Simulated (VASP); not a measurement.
# H (P6_3/mmc) in VASP: further runs

The runs below take H through relaxation of shape and atoms at fixed volume, with PBE.

All numbers are computed with VASP 6.6.1; they aren't measurements. Logs are shortened: lines on timing, memory, paths and dates and some standing lists are left out, and cuts for length are marked.

## 1. The cell of the first run

The structure is hexagonal, space group P6_3/mmc (No. 194). Conventional cell: a = 3.948 Å, b = 3.948 Å, c = 5.175 Å, α = 90.00°, β = 90.00°, γ = 120.00°. Within 1.0 Å of H (site symmetry 3m) lie 1 H at 0.76 Å.

## 2. Relaxation of shape and atoms at fixed volume, PBE (volume scaled by 1.06)

Input file INCAR:

```
SYSTEM = H
ALGO     = Normal         ! electronic algorithm
EDIFF    = 1E-6           ! SCF threshold, eV
EDIFFG   = -0.01          ! ionic threshold
ENCUT    = 600            ! plane-wave cutoff, eV
GGA      = PE             ! functional
IBRION   = 2              ! ionic algorithm
ISIF     = 4              ! what is computed and relaxed
ISMEAR   = 0              ! smearing method
LASPH    = .TRUE.         ! aspherical terms in the spheres
LCHARG   = .FALSE.        ! write CHGCAR
LREAL    = .FALSE.        ! projectors in reciprocal space
LWAVE    = .FALSE.        ! write WAVECAR
NELM     = 80             ! most SCF steps
NSW      = 50             ! ionic steps
PREC     = Accurate       ! precision mode
SIGMA    = 0.02           ! smearing width, eV
```

Input file KPOINTS:

```
k-points
0
G
  9 9 6
  0 0 0
```

Input file POSCAR:

```
H
1.0
    3.9475671184      0.0000000000      0.0000000000
   -1.9737835592      3.4186934077      0.0000000000
    0.0000000000      0.0000000000      5.1748407923
H
4
Direct
    0.3333333333      0.6666666667      0.1767367320
    0.6666666667      0.3333333333      0.6767367320
    0.6666666667      0.3333333333      0.8232632680
    0.3333333333      0.6666666667      0.3232632680
```

Potentials or basis: VASP PAW PBE potentials, release 64 (H).

Started as:

```
$ cat potpaw_PBE.64/H/POTCAR > POTCAR
$ mpirun -np 1 vasp_std > vasp.out
```

OUTCAR:

```text
SYSTEM = H
   EDIFF = 1E-6
   EDIFFG = -0.01
   ENCUT = 600
   GGA = PE
   IBRION = 2
   ISIF = 4
   ISMEAR = 0
   LASPH = .TRUE.
   LREAL = .FALSE.
   NELM = 80
   NSW = 50
   PREC = Accurate

 ion  position               nearest neighbor table
   1  0.333  0.667  0.177-   4 0.76
   2  0.667  0.333  0.677-   3 0.76
   3  0.667  0.333  0.823-   2 0.76
   4  0.333  0.667  0.323-   1 0.76

  LATTYP: Found a hexagonal cell.
 ALAT       =     3.9475671184
 C/A-ratio  =     1.3108936814

  Lattice vectors:

 A1 = (   3.9475671184,   0.0000000000,   0.0000000000)
 A2 = (  -1.9737835592,   3.4186934077,   0.0000000000)
 A3 = (   0.0000000000,   0.0000000000,   5.1748407923)

Analysis of symmetry for initial positions (statically):
=====================================================================
 Subroutine PRICEL returns:
 Original cell was already a primitive cell.

 Routine SETGRP: Setting up the symmetry group for a
 hexagonal supercell.

 Subroutine GETGRP returns: Found 24 space group operations
 (whereof 12 operations were pure point group operations)
 out of a pool of 24 trial point group operations.

The static configuration has the point symmetry D_3d.
 The point group associated with its full space group is D_6h.

Analysis of symmetry for dynamics (positions and initial velocities):
=====================================================================
 Subroutine PRICEL returns:
 Original cell was already a primitive cell.

 Routine SETGRP: Setting up the symmetry group for a
 hexagonal supercell.

 Subroutine GETGRP returns: Found 24 space group operations
 (whereof 12 operations were pure point group operations)
 out of a pool of 24 trial point group operations.

The dynamic configuration has the point symmetry D_3d.
 The point group associated with its full space group is D_6h.

 Subroutine INISYM returns: Found 24 space group operations
 (whereof 12 operations are pure point group operations),
 and found     1 'primitive' translations

----------------------------------------------------------------------------------------

                                     Primitive cell

  volume of cell :      69.8372

  direct lattice vectors                    reciprocal lattice vectors
     3.947567118  0.000000000  0.000000000     0.253320582  0.146254706  0.000000000
    -1.973783559  3.418693408  0.000000000     0.000000000  0.292509412  0.000000000
     0.000000000  0.000000000  5.174840792     0.000000000  0.000000000  0.193242660

  length of vectors
     3.947567118  3.947567118  5.174840792     0.292509412  0.292509412  0.193242660

  position of ions in fractional coordinates (direct lattice)
     0.333333333  0.666666667  0.176736732
     0.666666667  0.333333333  0.676736732
     0.666666667  0.333333333  0.823263268
     0.333333333  0.666666667  0.323263268

  ion indices of the primitive-cell ions
   primitive index   ion index
                 1           1
                 2           2
                 3           3
                 4           4

----------------------------------------------------------------------------------------

 KPOINTS: k-points

Automatic generation of k-mesh.
 Grid dimensions read from file:
 generate k-points for:    9    9    6

 Generating k-lattice:

  Cartesian coordinates                     Fractional coordinates (reciprocal lattice)
     0.028146731  0.016250523  0.000000000     0.111111111 -0.000000000  0.000000000
     0.000000000  0.032501046  0.000000000     0.000000000  0.111111111  0.000000000
     0.000000000  0.000000000  0.032207110     0.000000000  0.000000000  0.166666667

  Length of vectors
     0.032501046  0.032501046  0.032207110

  Shift w.r.t. Gamma in fractional coordinates (k-lattice)
     0.000000000  0.000000000  0.000000000

 Subroutine IBZKPT returns following result:
 ===========================================

 Found     48 irreducible k-points:

 Following reciprocal coordinates:
            Coordinates               Weight
  0.000000  0.000000  0.000000      1.000000
  0.111111  0.000000  0.000000      6.000000
  0.222222 -0.000000  0.000000      6.000000
  0.333333  0.000000  0.000000      6.000000
  0.444444 -0.000000  0.000000      6.000000
  0.111111  0.111111  0.000000      6.000000
[... 16 lines left out ...]
  0.333333  0.222222  0.166667     24.000000
  0.333333  0.333333  0.166667      4.000000
 [... further k-points ...]
   k-points           NKPTS =     48   k-points in BZ     NKDIM =     48   number of bands    NBANDS=      6
   number of dos      NEDOS =    301   number of ions     NIONS =      4
   total plane-waves  NPLWV =  43008
   dimension x,y,z NGX =    32 NGY =   32 NGZ =   42
   dimension x,y,z NGXF=    64 NGYF=   64 NGZF=   84
   ions per type =               4
   NGX,Y,Z   is equivalent  to a cutoff of  13.48, 13.48, 13.49 a.u.
   NGXF,Y,Z  is equivalent  to a cutoff of  26.95, 26.95, 26.99 a.u.
 SYSTEM =  H
   PREC   = accura    normal or accurate (medium, high low for compatibility)
   ISTART =      0    job   : 0-new  1-cont  2-samecut
   ICHARG =      2    charge: 1-file 2-atom 10-const
   ISPIN  =      1    spin polarized calculation?
   LNONCOLLINEAR =      F non collinear calculations
   LSORBIT =      F    spin-orbit coupling
   LASPH  =      T    aspherical Exc in radial PAW
   ENCUT  =  600.0 eV  44.10 Ry    6.64 a.u.   7.88  7.88 10.34*2*pi/ulx,y,z
   NELM   =     80;   NELMIN=  2; NELMDL= -5     # of ELM steps
   EDIFF  = 0.1E-05   stopping-criterion for ELM
   LREAL  =      F    real-space projection
   EDIFFG = -.1E-01   stopping-criterion for IOM
   NSW    =     50    number of steps for IOM
   IBRION =      2    ionic relax: 0-MD 1-quasi-New 2-CG
   NFREE  =      1    steps in history (QN), initial steepest desc. (CG)
   ISIF   =      4    stress and relaxation
   ISYM   =      2    0-nonsym 1-usesym 2-fastsym
   POTIM  = 0.5000    time-step for ionic-motion
   TEBEG  =    0.0;   TEEND  =   0.0 temperature during run
   PSTRESS=    0.0 pullay stress
   NELECT =       4.0000    total number of electrons
   NUPDOWN=      -1.0000    fix difference up-down
   EMIN   =  10.00;   EMAX   =-10.00  energy-range for DOS
   EFERMI =   0.00;   METHOD = LEGACY
   ISMEAR =     0;   SIGMA  =   0.02  broadening in eV -4-tet -1-fermi 0-gaus
   EFERMI_NEDOS =   21; number of points for ismear=-14 and -15
   IALGO  =     38    algorithm
   IMIX   =      4    mixing-type and parameters
     AMIX     =   0.40;   BMIX     =  1.00
     AMIX_MAG =   1.60;   BMIX_MAG =  1.00
  volume/ion in A,a.u.               =      17.46       117.82
  Fermi-wavevector in a.u.,A,eV,Ry     =   0.631053  1.192518  5.418222  0.398228
  Thomas-Fermi vector in A             =   1.693896
   LORBIT       =      0    0 simple, 1 ext, 2 COOP (PROOUT), +10 PAW based schemes
   GGA     = PE    functional components
   LHFCALC =     F    Hartree Fock is set to
   AEXX    =    0.0000 exact exchange contribution
   IVDW    =     0    specifies the selected vdW correction
   LEPSILON=     F    determine dielectric tensor
   LRPA    =     F    only Hartree local field effects (RPA)
 conjugate gradient relaxation of ions
 non-spin polarized calculation
 Gauss-broadening in eV      SIGMA  =   0.02
  energy-cutoff  :      600.00
  volume of cell :       69.84
 maximum number of plane-waves:      2360
 NGX is ok and might be reduce to    32
   NGX = 15   NGY = 15   NGZ = 21

--------------------------------------- Ionic step        1  -------------------------------------------

 number of electron       4.0000002 magnetization

 Free energy of the ion-electron system (eV)
  ---------------------------------------------------
  ext. energy  EPLUGINS =         0.00000000
  ---------------------------------------------------
  free energy    TOTEN  =       -13.57922779 eV

  energy without entropy =      -13.57922779  energy(sigma->0) =      -13.57922779

------------------------ aborting loop because EDIFF is reached ----------------------------------------

  FORCE on cell =-STRESS in cart. coord.  units (eV):
  Direction    XX          YY          ZZ          XY          YZ          ZX
  --------------------------------------------------------------------------------------
  -------------------------------------------------------------------------------------
  Total       -0.0167859     -0.0167859     -0.4325372     -0.0000000      0.0000000      0.0000000
  in kB       -0.3850961     -0.3850961     -9.9231013     -0.0000000      0.0000000      0.0000000
  external PRESSURE =      -3.5644312 kB  Pullay stress =       0.0000000 kB
[... 61 lines left out ...]
  energy  without entropy=      -13.5666422795  energy(sigma->0) =      -13.56664228

--------------------------------------- Ionic step        3  -------------------------------------------

 number of electron       4.0000002 magnetization

 Free energy of the ion-electron system (eV)
  ---------------------------------------------------
  ext. energy  EPLUGINS =         0.00000000
  ---------------------------------------------------
  free energy    TOTEN  =       -13.58138947 eV

  energy without entropy =      -13.58138947  energy(sigma->0) =      -13.58138947

 E-fermi :  -8.8961     XC(G=0):  -4.4073

 val. band max:       -9.0214988047   @ k =   0.0000   0.0000   0.0000
 cond. band min:       0.3641502542   @ k =   0.0000   0.0000   0.0000
 fundamental gap:      9.3856490589
 Fermi energy:        -8.8960882485

 k-point     1 :       0.0000    0.0000    0.0000
  band No.  band energies     occupation
      1     -10.2447      2.00000
      2      -9.0215      2.00000
      3       0.3642      0.00000
      4       2.6183      0.00000
      5       5.7397      0.00000
      6       7.1120      0.00000

 k-point     2 :       0.1111    0.0000    0.0000
  band No.  band energies     occupation
      1     -10.1889      2.00000
      2      -9.0269      2.00000
      3       0.4994      0.00000
      4       2.4603      0.00000
      5       5.1622      0.00000
      6       6.8399      0.00000
[... 190 lines left out ...]
 k-point    24 :       0.3333    0.3333    0.1667
  band No.  band energies     occupation
      1      -9.3716      2.00000
      2      -9.3716      2.00000
      3       1.6291      0.00000
      4       2.2052      0.00000
      5       2.2052      0.00000
      6       4.7612      0.00000

 [... further k-points ...]

------------------------ aborting loop because EDIFF is reached ----------------------------------------

  FORCE on cell =-STRESS in cart. coord.  units (eV):
  Direction    XX          YY          ZZ          XY          YZ          ZX
  --------------------------------------------------------------------------------------
  -------------------------------------------------------------------------------------
  Total       -0.0173119     -0.0173119     -0.0284946     -0.0000000      0.0000000      0.0000000
  in kB       -0.3971638     -0.3971638     -0.6537111     -0.0000000      0.0000000      0.0000000
  external PRESSURE =      -0.4826795 kB  Pullay stress =       0.0000000 kB
[... 19 lines left out ...]
  FREE ENERGIE OF THE ION-ELECTRON SYSTEM (eV)
  ---------------------------------------------------
  free  energy   TOTEN  =       -13.5813894662 eV

  energy  without entropy=      -13.5813894662  energy(sigma->0) =      -13.58138947

 reached required accuracy - stopping structural energy minimisation
```

Wall time 58 s (1 thread of Intel Xeon 8259CL, shared host); peak memory 0.19 GiB.

Results:

```
Free energy               : -13.5814 eV
Energy gained by relaxing : 0.5 meV/atom
Ionic steps               : 3
Pressure after relaxing   : 0.0 GPa
Band gap on the k mesh    : 9.39 eV, direct
```

Step by step:
| step | energy change (eV) | largest force (eV/Å) | pressure (GPa) | volume (Å³) |
| --- | --- | --- | --- | --- |
| 1 | 0.0000 | 0.2673 | -0.36 | 69.84 |
| 2 | 0.0126 | 0.7455 | 0.78 | 69.84 |
| 3 | -0.0022 | 0.0006 | -0.05 | 69.84 |

Final structure:
```xyz
4
Lattice="3.9494 0.0000 0.0000 -1.9747 3.4203 0.0000 0.0000 0.0000 5.1699" Properties=species:S:1:pos:R:3 pbc="T T T"
H     0.0000    2.2802    0.9173
H     1.9747    1.1401    3.5023
H     1.9747    1.1401    4.2526
H     0.0000    2.2802    1.6676
```

Levels at points of the mesh, in eV from the valence-band top:
| k point | band 1 | band 2 | band 3 | band 4 | band 5 |
| --- | --- | --- | --- | --- | --- |
| (0.00, 0.00, 0.00) | -1.22 | 0.00 | 9.39 | 11.64 | 14.76 |
| (0.00, 0.00, 0.50) | -0.66 | -0.66 | 10.25 | 10.25 | 16.73 |

Caveat: the cell differs from its parent crystal (volume scaled by 1.06). A k mesh can miss the band edges.

## 3. Relaxation of shape and atoms at fixed volume, PBE (volume scaled by 1.10)

Input file INCAR:

```
ALGO = Normal ; EDIFF = 1E-7
EDIFFG = -0.01 ; ENCUT = 600
GGA = PE ; IBRION = 2
ISIF = 4 ; ISMEAR = 0
LASPH = T ; LCHARG = F
LREAL = F ; LWAVE = F
NELM = 100 ; NSW = 50
PREC = Accurate ; SIGMA = 0.02
```

Input file KPOINTS:

```
k-points
0
Gamma
  9 9 6
```

Input file POSCAR:

```
H
1.0
    3.9973565973      0.0000000000      0.0000000000
   -1.9986782986      3.4618123612      0.0000000000
    0.0000000000      0.0000000000      5.2371748447
H
4
Direct
    0.3333333333      0.6666666667      0.1774038063
    0.6666666667      0.3333333333      0.6774038063
    0.6666666667      0.3333333333      0.8225961937
    0.3333333333      0.6666666667      0.3225961937
```

Potentials or basis: VASP PAW PBE potentials, release 64 (H).

Started as:

```
$ cat potpaw_PBE.64/H/POTCAR > POTCAR
$ mpirun -np 1 vasp_std > vasp.out
```

Run time: 60 s. Hardware: 1 thread of Intel Xeon 8259CL, shared host; peak memory 0.19 GiB.

It converged, with:

```yaml
Free_energy: -13.5811 eV
Energy_gained_by_relaxing: 0.9 meV/atom
Ionic_steps: 3
Pressure_after_relaxing: -0.1 GPa
Band_gap_on_the_k_mesh: 9.42 eV, direct
```

Step by step:
| step | energy change (eV) | largest force (eV/Å) | pressure (GPa) | volume (Å³) |
| --- | --- | --- | --- | --- |
| 1 | 0.0000 | 0.3357 | -0.44 | 72.47 |
| 2 | 0.0199 | 0.9495 | 0.95 | 72.47 |
| 3 | -0.0034 | 0.0009 | -0.06 | 72.47 |

Final structure:
```yaml
crystal:
  lattice:
    - [3.99976, 0.00000, 0.00000]
    - [-1.99988, 3.46390, 0.00000]
    - [0.00000, 0.00000, 5.23087]
  atoms:
    - { symbol: H, position: [0.33333, 0.66667, 0.17828] }
    - { symbol: H, position: [0.66667, 0.33333, 0.67828] }
    - { symbol: H, position: [0.66667, 0.33333, 0.82172] }
    - { symbol: H, position: [0.33333, 0.66667, 0.32172] }
```

Levels at points of the mesh, in eV from the valence-band top:
| k point | band 1 | band 2 | band 3 | band 4 | band 5 |
| --- | --- | --- | --- | --- | --- |
| (0.00, 0.00, 0.00) | -1.14 | 0.00 | 9.42 | 11.50 | 14.64 |
| (0.00, 0.00, 0.50) | -0.61 | -0.61 | 10.20 | 10.20 | 16.55 |

Caveat: the cell differs from its parent crystal (volume scaled by 1.10).
